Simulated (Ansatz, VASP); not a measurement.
## Si: VASP beside Ansatz

```
CELL_PARAMETERS angstrom
3.83430 0.00000 0.00000
-1.91715 3.32060 0.00000
0.00000 0.00000 6.26150
ATOMIC_POSITIONS crystal
Si 0.33333 0.66667 0.00001
Si 0.66667 0.33333 0.50001
Si 0.33333 0.66667 0.37399
Si 0.66667 0.33333 0.87399
```

Change from the starting cell: strained cell.

Alike in both runs: task relaxation of the atoms; functional PBEsol; k mesh 9 × 9 × 6; occupations gaussian, width 0.01 eV; no spin polarisation.

|  | VASP | Ansatz |
| --- | --- | --- |
| version | VASP 6.6.1 | Ansatz 0.2.0 |
| potentials or method | VASP PAW PBE potentials, release 64 (Si), cutoff 450 eV | scalar-relativistic, plane waves, PAW |
| valence electrons in the cell | 16 | 16 |

Ansatz gave:

| Quantity | Value |
| --- | --- |
| gap on the k mesh at the Fermi level, each at its own relaxed structure (eV) | 0.29 |

Task: What did VASP give for the same quantities?

Result: gap on the k mesh at the Fermi level, each at its own relaxed structure (eV): 0.28.

VASP's potentials were made for PBE, not for PBEsol, and Ansatz warns of the same on its side. Ansatz's warnings: stress scf threshold loose.
